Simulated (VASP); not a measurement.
A run of VASP 6.6.1:

INCAR

```
SYSTEM = Sr4SnN4
ALGO = Normal ; EDIFF = 1E-8
ENCUT = 520 ; GGA = PE
ISIF = 2 ; ISMEAR = -1
LASPH = .True. ; LCHARG = .False.
LEFG = .True. ; LREAL = Auto
LWAVE = .False. ; NBANDS = 89
NELM = 100 ; PREC = Accurate
SIGMA = 0.02
```

The input KPOINTS:

```
k-points
0
Gamma
  5 5 3
  0 0 0
```

POSCAR

```
Sr4SnN4
1.0
    6.4723064564      0.0000000000      0.0000000000
    2.4582658782      6.0539034012      0.0000000000
    1.7696157023      2.6029483586      9.1105956839
Sr Sn N
8 2 8
Direct
    0.7706060000      0.5771850000      0.1761190000
    0.2293940000      0.4228150000      0.8238810000
    0.7415530000      0.2301620000      0.9812520000
    0.2584470000      0.7698380000      0.0187480000
    0.7290300000      0.4884220000      0.5694850000
    0.2709700000      0.5115780000      0.4305150000
    0.2321530000      0.9566840000      0.6061620000
    0.7678470000      0.0433160000      0.3938380000
    0.7150640000      0.8482620000      0.7567470000
    0.2849360000      0.1517380000      0.2432530000
    0.9796890000      0.7001500000      0.6084500000
    0.0203110000      0.2998500000      0.3915500000
    0.8922940000      0.8326640000      0.9261960000
    0.1077060000      0.1673360000      0.0738040000
    0.5136650000      0.6298850000      0.8056960000
    0.4863350000      0.3701150000      0.1943040000
    0.4935310000      0.8207560000      0.3671180000
    0.5064690000      0.1792440000      0.6328820000
```

Potentials or basis: VASP PAW PBE potentials, release 64 (Sr_sv, Sn_d, N).

The run is started by

```console
$ cat potpaw_PBE.64/Sr_sv/POTCAR potpaw_PBE.64/Sn_d/POTCAR potpaw_PBE.64/N/POTCAR > POTCAR
$ mpirun -np 1 vasp_std > vasp.out
```

Hardware: 1 thread of AMD EPYC 9R45 96-Core Processor (Zen 5), on a shared host.

Question: How long does it take, and how much memory?

Answer: Run time: 35 min on 1 thread of AMD EPYC 9R45 96-Core Processor (Zen 5), with other jobs on the host, peak memory 0.86 GiB. Counts: scf iterations 22, k points 38.
